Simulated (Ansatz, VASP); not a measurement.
One calculation of Cl, two programs

```
Cl
1.0
     6.13256    0.00000    0.00000
     0.00000    6.13256    0.00000
     0.00000    0.00000    6.13256
Cl
8
Direct
  0.50000 0.50000 0.50000
  0.00000 0.00000 0.00000
  0.25000 0.00000 0.50000
  0.50000 0.25000 0.00000
  0.50000 0.75000 0.00000
  0.75000 0.00000 0.50000
  0.00000 0.50000 0.75000
  0.00000 0.50000 0.25000
```

Alike in both runs: task relaxation of cell and atoms; functional PBE; k mesh 4 × 4 × 4; occupations gaussian, width 0.1 eV; no spin polarisation.

|  | VASP | Ansatz |
| --- | --- | --- |
| version | VASP 6.6.1 | Ansatz 0.2.0 |
| potentials or method | VASP PAW PBE potentials, release 64 (Cl), cutoff 600 eV | scalar-relativistic, plane waves, PAW |
| valence electrons in the cell | 56 | 56 |

```csv
,VASP,Ansatz,Ansatz less VASP
"gap on the k mesh at the Fermi level, each at its own relaxed structure (eV)",none,none,-
relaxed volume (Å³/atom),20.98,20.93,-0.053
relaxed cell length with the largest relative difference (Å),5.516,5.512,-0.0046
```

A gap of «none» marks a metal or a gap that the smearing closes.

Noted on VASP's run: the volume moved by over 15 % at a fixed basis, so the end points are rough.
